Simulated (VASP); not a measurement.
Input of a VASP 6.6.1 run:

The input INCAR:

```
  PREC = Accurate
  ENCUT = 520
  EDIFF = 1E-6
  ISMEAR = -1
  SIGMA = 0.1861
  LREAL = Auto
  LASPH = T
  NELM = 60
  ALGO = Normal
  ISIF = 2
  LWAVE = F
  LCHARG = F
  GGA = PE
  ISYM = 0
  NBANDS = 104
```

KPOINTS

```
regular mesh
0
Gamma
  1 1 1
```

Contents of POSCAR:

```
In2O3
1.0
    6.5491560000      0.0602710000     -0.0265460000
    0.0602710000      6.5253210000     -0.0478520000
   -0.0265460000     -0.0478520000      6.3657510000
In O
8 12
Direct
    0.0541101310      0.8086182117      0.1967873714
    0.6101323266      0.6825470735      0.0981158099
    0.3260874046      0.8926497292      0.7272347585
    0.2175446609      0.3838913483      0.6723211306
    0.3530042132      0.2411080288      0.1579704188
    0.7453272026      0.2044205521      0.4881998036
    0.8358464505      0.7000203680      0.6214768304
    0.8409460957      0.1791703960      0.9812758018
    0.4453314385      0.3751448478      0.4360136298
    0.3148935689      0.6275388891      1.0019777958
    0.6463312648      0.9950445117      0.1905224348
    0.8591325854      0.7813987444      0.9363749896
    0.4996564990      0.3045511044      0.8842371090
    0.1299992547      0.0564851364      0.5486255882
    0.8544949099      0.5089099052      0.2051900520
    0.5925580000      0.9617479094      0.6354361969
    0.8903884228      0.3778679918      0.7030122589
    0.2285397968      0.0423007179      0.3405518047
    0.1531942124      0.1118942260      0.9121439177
    0.1472281318      0.6811824161      0.5451498588
```

Potentials or basis: VASP PAW PBE potentials, release 64 (In_d, O).

Command:

```console
$ cat potpaw_PBE.64/In_d/POTCAR potpaw_PBE.64/O/POTCAR > POTCAR
$ mpirun -np 1 vasp_gam > vasp.out
```

(1) Estimate the largest force.

(2) Predict the pressure.

Results:

(1) 3.911 eV/Å.

(2) 9.1 GPa.

Caveat: the k points lie up to 0.99 Å⁻¹ apart; the atoms stand as in a frame of molecular dynamics.
